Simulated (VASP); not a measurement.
# Ag (Fm-3m) in VASP: notebook, part 3 of 3

VASP 6.6.1. The steps go on from the part before.

## Step 6: Single point, PBEsol

This run uses another cell than the first one, of 16.39 Å³/atom, 1.083 times its volume.

Input file INCAR:

```
  ALGO = Normal
  EDIFF = 1E-6
  ENCUT = 520
  GGA = PS
  ISIF = 2
  ISMEAR = -1
  LASPH = T
  LCHARG = F
  LREAL = F
  LWAVE = F
  NBANDS = 12
  NELM = 80
  PREC = Accurate
  SIGMA = 0.1
```

Input file KPOINTS:

```
k-points
0
Gamma
  24 24 24
```

Input file POSCAR:

```
Ag
1.0
    0.0000000000      2.0161086377      2.0161086377
    2.0161086377      0.0000000000      2.0161086377
    2.0161086377      2.0161086377      0.0000000000
Ag
1
Direct
    0.0000000000      0.0000000000      0.0000000000
```

Potentials or basis: VASP PAW PBE potentials, release 64 (Ag).

The run is started by

```bash
$ cat potpaw_PBE.64/Ag/POTCAR > POTCAR
$ mpirun -np 1 vasp_std > vasp.out
```

OUTCAR:

```text
EDIFF = 1E-6
   ENCUT = 520
   GGA = PS
   ISIF = 2
   ISMEAR = -1
   LASPH = T
   LREAL = F
   NELM = 80
   PREC = Accurate

 ion  position               nearest neighbor table
   1  0.000  0.000  0.000-

  LATTYP: Found a face centered cubic cell.
 ALAT       =     4.0322172754

  Lattice vectors:

 A1 = (   0.0000000000,   2.0161086377,   2.0161086377)
 A2 = (   2.0161086377,   0.0000000000,   2.0161086377)
 A3 = (   2.0161086377,   2.0161086377,   0.0000000000)

Analysis of symmetry for initial positions (statically):
=====================================================================
 Subroutine PRICEL returns:
 Original cell was already a primitive cell.

 Routine SETGRP: Setting up the symmetry group for a
 face centered cubic supercell.

 Subroutine GETGRP returns: Found 48 space group operations
 (whereof 48 operations were pure point group operations)
 out of a pool of 48 trial point group operations.

The static configuration has the point symmetry O_h .

Analysis of symmetry for dynamics (positions and initial velocities):
=====================================================================
 Subroutine PRICEL returns:
 Original cell was already a primitive cell.

 Routine SETGRP: Setting up the symmetry group for a
 face centered cubic supercell.

 Subroutine GETGRP returns: Found 48 space group operations
 (whereof 48 operations were pure point group operations)
 out of a pool of 48 trial point group operations.

The dynamic configuration has the point symmetry O_h .

 Subroutine INISYM returns: Found 48 space group operations
 (whereof 48 operations are pure point group operations),
 and found     1 'primitive' translations

----------------------------------------------------------------------------------------

                                     Primitive cell

  volume of cell :      16.3897

  direct lattice vectors                    reciprocal lattice vectors
     0.000000000  2.016108638  2.016108638    -0.248002509  0.248002509  0.248002509
     2.016108638  0.000000000  2.016108638     0.248002509 -0.248002509  0.248002509
     2.016108638  2.016108638  0.000000000     0.248002509  0.248002509 -0.248002509

  length of vectors
     2.851208179  2.851208179  2.851208179     0.429552946  0.429552946  0.429552946

  position of ions in fractional coordinates (direct lattice)
     0.000000000  0.000000000  0.000000000

  ion indices of the primitive-cell ions
   primitive index   ion index
                 1           1

----------------------------------------------------------------------------------------

 KPOINTS: k-points

Automatic generation of k-mesh.
 Grid dimensions read from file:
 generate k-points for:   24   24   24

 Generating k-lattice:

  Cartesian coordinates                     Fractional coordinates (reciprocal lattice)
    -0.010333438  0.010333438  0.010333438     0.041666667  0.000000000  0.000000000
     0.010333438 -0.010333438  0.010333438     0.000000000  0.041666667  0.000000000
     0.010333438  0.010333438 -0.010333438     0.000000000  0.000000000  0.041666667

  Length of vectors
     0.017898039  0.017898039  0.017898039

  Shift w.r.t. Gamma in fractional coordinates (k-lattice)
     0.000000000  0.000000000  0.000000000

 Subroutine IBZKPT returns following result:
 ===========================================

 Found    413 irreducible k-points:

 Following reciprocal coordinates:
            Coordinates               Weight
  0.000000  0.000000  0.000000      1.000000
  0.041667  0.000000  0.000000      8.000000
  0.083333  0.000000  0.000000      8.000000
  0.125000  0.000000  0.000000      8.000000
  0.166667  0.000000  0.000000      8.000000
  0.208333  0.000000  0.000000      8.000000
[... 16 lines left out ...]
  0.416667  0.041667  0.000000     24.000000
  0.458333  0.041667  0.000000     24.000000
 [... further k-points ...]
   k-points           NKPTS =    413   k-points in BZ     NKDIM =    413   number of bands    NBANDS=     12
   number of dos      NEDOS =    301   number of ions     NIONS =      1
   total plane-waves  NPLWV =  13824
   dimension x,y,z NGX =    24 NGY =   24 NGZ =   24
   dimension x,y,z NGXF=    48 NGYF=   48 NGZF=   48
   ions per type =               1
   NGX,Y,Z   is equivalent  to a cutoff of  13.99, 13.99, 13.99 a.u.
   NGXF,Y,Z  is equivalent  to a cutoff of  27.99, 27.99, 27.99 a.u.
 SYSTEM =  unknown system
   PREC   = accura    normal or accurate (medium, high low for compatibility)
   ISTART =      0    job   : 0-new  1-cont  2-samecut
   ICHARG =      2    charge: 1-file 2-atom 10-const
   ISPIN  =      1    spin polarized calculation?
   LNONCOLLINEAR =      F non collinear calculations
   LSORBIT =      F    spin-orbit coupling
   LASPH  =      T    aspherical Exc in radial PAW
   ENCUT  =  520.0 eV  38.22 Ry    6.18 a.u.   5.30  5.30  5.30*2*pi/ulx,y,z
   NELM   =     80;   NELMIN=  2; NELMDL= -5     # of ELM steps
   EDIFF  = 0.1E-05   stopping-criterion for ELM
   LREAL  =      F    real-space projection
   EDIFFG = 0.1E-04   stopping-criterion for IOM
   NSW    =      0    number of steps for IOM
   IBRION =     -1    ionic relax: 0-MD 1-quasi-New 2-CG
   NFREE  =      0    steps in history (QN), initial steepest desc. (CG)
   ISIF   =      2    stress and relaxation
   ISYM   =      2    0-nonsym 1-usesym 2-fastsym
   POTIM  = 0.5000    time-step for ionic-motion
   TEBEG  =    0.0;   TEEND  =   0.0 temperature during run
   PSTRESS=    0.0 pullay stress
   NELECT =      11.0000    total number of electrons
   NUPDOWN=      -1.0000    fix difference up-down
   EMIN   =  10.00;   EMAX   =-10.00  energy-range for DOS
   EFERMI =   0.00;   METHOD = LEGACY
   ISMEAR =    -1;   SIGMA  =   0.10  broadening in eV -4-tet -1-fermi 0-gaus
   EFERMI_NEDOS =   21; number of points for ismear=-14 and -15
   IALGO  =     38    algorithm
   IMIX   =      4    mixing-type and parameters
     AMIX     =   0.40;   BMIX     =  1.00
     AMIX_MAG =   1.60;   BMIX_MAG =  1.00
  volume/ion in A,a.u.               =      16.39       110.60
  Fermi-wavevector in a.u.,A,eV,Ry     =   1.433338  2.708615 27.952576  2.054456
  Thomas-Fermi vector in A             =   2.552867
   LORBIT       =      0    0 simple, 1 ext, 2 COOP (PROOUT), +10 PAW based schemes
   GGA     = PS    functional components
   LHFCALC =     F    Hartree Fock is set to
   AEXX    =    0.0000 exact exchange contribution
   IVDW    =     0    specifies the selected vdW correction
   LEPSILON=     F    determine dielectric tensor
   LRPA    =     F    only Hartree local field effects (RPA)
 non-spin polarized calculation
  energy-cutoff  :      520.00
  volume of cell :       16.39
 maximum number of plane-waves:       459
 NGX is ok and might be reduce to    24
   NGX = 11   NGY = 11   NGZ = 11

 number of electron      11.0000002 magnetization

 Free energy of the ion-electron system (eV)
  ---------------------------------------------------
  ext. energy  EPLUGINS =         0.00000000
  ---------------------------------------------------
  free energy    TOTEN  =        -3.31307325 eV

  energy without entropy =       -3.30571387  energy(sigma->0) =       -3.30939356

 E-fermi :   8.8145     XC(G=0): -12.6498

 val. band max:        8.7893669103   @ k =   0.4167   0.4167   0.0000
 cond. band min:       8.8147890550   @ k =   0.5000   0.3333   0.1250
 fundamental gap:      0.0254221447
 Fermi energy:         8.8144783292

 k-point     1 :       0.0000    0.0000    0.0000
  band No.  band energies     occupation
      1       0.6649      2.00000
      2       3.8730      2.00000
      3       3.8730      2.00000
      4       3.8730      2.00000
      5       4.9954      2.00000
      6       4.9954      2.00000
      7      24.8583      0.00000
      8      28.6652      0.00000
      9      28.6652      0.00000
     10      28.6652      0.00000
     11      33.5870      0.00000
     12      34.9824      0.00000

 k-point     2 :       0.0417    0.0000    0.0000
  band No.  band energies     occupation
      1       0.7213      2.00000
      2       3.8586      2.00000
      3       3.8896      2.00000
      4       3.8896      2.00000
      5       4.9887      2.00000
      6       4.9887      2.00000
      7      24.8825      0.00000
      8      28.1586      0.00000
      9      28.6963      0.00000
     10      28.6963      0.00000
     11      33.8190      0.00000
     12      34.9099      0.00000
[... 316 lines left out ...]
 k-point    24 :       0.4583    0.0417    0.0000
  band No.  band energies     occupation
      1       2.1968      2.00000
      2       3.8423      2.00000
      3       3.8987      2.00000
      4       5.6178      2.00000
      5       5.8332      2.00000
      6       7.8072      1.99992
      7      13.3757      0.00000
      8      24.1729      0.00000
      9      26.7329      0.00000
     10      27.0283      0.00000
     11      32.3373      0.00000
     12      32.4278      0.00000

 [... further k-points ...]
[... 5 lines left out ...]
  --------------------------------------------------------------------------------------
  -------------------------------------------------------------------------------------
  Total        0.1786422      0.1786422      0.1786422      0.0000000      0.0000000     -0.0000000
  in kB       17.4631628     17.4631628     17.4631628      0.0000000      0.0000000     -0.0000000
  external PRESSURE =      17.4631628 kB  Pullay stress =       0.0000000 kB

 VOLUME and BASIS-vectors are now :
 -----------------------------------------------------------------------------
  energy-cutoff  :      520.00
  volume of cell :       16.39
      direct lattice vectors                 reciprocal lattice vectors
     0.000000000  2.016108638  2.016108638    -0.248002509  0.248002509  0.248002509
     2.016108638  0.000000000  2.016108638     0.248002509 -0.248002509  0.248002509
     2.016108638  2.016108638  0.000000000     0.248002509  0.248002509 -0.248002509

 POSITION                                       TOTAL-FORCE (eV/Angst)
 -----------------------------------------------------------------------------------
      0.00000      0.00000      0.00000         0.000000      0.000000      0.000000
 -----------------------------------------------------------------------------------
    total drift:                                0.000000      0.000000     -0.000000

  FREE ENERGIE OF THE ION-ELECTRON SYSTEM (eV)
  ---------------------------------------------------
  free  energy   TOTEN  =        -3.3130732485 eV

  energy  without entropy=       -3.3057138725  energy(sigma->0) =       -3.30939356
```

Wall time 61 s (1 thread of AMD EPYC 7R43 (Zen 3), shared host); peak memory 0.17 GiB.

Results:

- Free energy: -3.3131 eV
- Pressure: 1.7 GPa

Caveat: the PAW data sets were made with another functional, which shifts forces and pressure a little.

## Step 7: Summary

| cell | gap on the mesh (eV) | pressure (GPa) |
| --- | --- | --- |
| a = 2.776 Å, angles 60.0°, 1 atom | none | 14.6 |
| a = 2.801 Å, angles 60.0°, 1 atom | none | 9.7 |
| a = 2.818 Å, angles 60.0°, 1 atom | none | 6.7 |
| a = 2.837 Å, angles 60.0°, 1 atom | none | 3.7 |
| a = 2.851 Å, angles 60.0°, 1 atom | none | 1.7 |

Alike in all rows: task single point; level PBEsol; potentials or basis VASP PAW PBE potentials, release 64 (Ag); no spin polarisation; k mesh 24 × 24 × 24; cutoff (eV) 520; smearing fermi-dirac 0.1 eV.

Caveats: the PAW data sets were made with another functional, which shifts forces and pressure a little.

Absolute energies hang on the potentials; compare differences alone.
